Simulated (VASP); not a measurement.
## Te2Mo: single point with PBEsol

Crystal: Te2Mo.

```
Te Mo
1.0
     3.49418    0.00000    0.00000
    -1.74709    3.02605    0.00000
     0.00000    0.00000   13.44540
Te Mo
4 2
Cartesian
  0.0000 2.0174 8.2871
  1.7471 1.0087 1.5644
  1.7471 1.0087 5.1583
  0.0000 2.0174 11.8810
  0.0000 2.0174 3.3614
  1.7471 1.0087 10.0841
```

This cell differs from its parent crystal: strain along c alone, the other axes held: -4.0 %, then relaxed in part.

```yaml
Program: VASP 6.6.1
Task: single point
Functional: PBEsol
Potentials_or_basis: VASP PAW PBE potentials, release 64 (Te, Mo_sv)
Cutoff: 520 eV
k_mesh: 12 × 12 × 2
Occupations: gaussian, width 0.02 eV
Spin: no spin polarisation
```

The pressure is 1.4 GPa. The largest force is 0.029 eV/Å and the band gap on the k mesh is 0.47 eV (least direct gap 1.01 eV).

Forces on the atoms (eV/Å):
```
Te   0.000  0.000 -0.029
Te   0.000  0.000 -0.029
Te   0.000  0.000  0.029
Te   0.000  0.000  0.029
Mo   0.000  0.000  0.000
Mo   0.000  0.000  0.000
```

Stress tensor (GPa, compression positive):
```
0.72 0.00 0.00
0.00 0.72 0.00
0.00 0.00 2.62
```

Levels at points of the mesh, in eV from the valence-band top:
```tsv
k point	band 22	band 23	band 24	band 25	band 26	band 27	band 28	band 29	band 30	band 31
(0.00, 0.00, 0.00)	-1.30	-1.24	-1.24	-0.10	-0.05	2.70	2.70	2.91	2.91	2.91
(0.50, 0.00, 0.00)	-2.01	-1.33	-1.22	-0.91	-0.45	1.06	1.15	1.23	1.66	2.38
(0.00, 0.00, 0.50)	-1.27	-1.27	-1.27	-0.06	-0.06	2.74	2.74	2.74	2.74	3.17
(0.50, 0.00, 0.50)	-2.21	-1.24	-1.24	-0.68	-0.68	1.10	1.10	1.47	1.47	2.88
```

Run time: 5.3 min on 1 thread of Intel Xeon 8259CL, on a shared host, peak memory 0.35 GiB.

Caveat: the cell differs from its parent crystal (strain along c alone, the other axes held: -4.0 %, then relaxed in part); semilocal functionals underestimate gaps, and a narrow one can read as zero; the PAW data sets were made with another functional, which shifts forces and pressure a little; spin-orbit coupling is left out, which moves the levels of the heavy elements; this functional lacks dispersion, which binds layers or chains, so the pressure and a relaxed spacing across them are unreliable. A k mesh can miss the band edges.
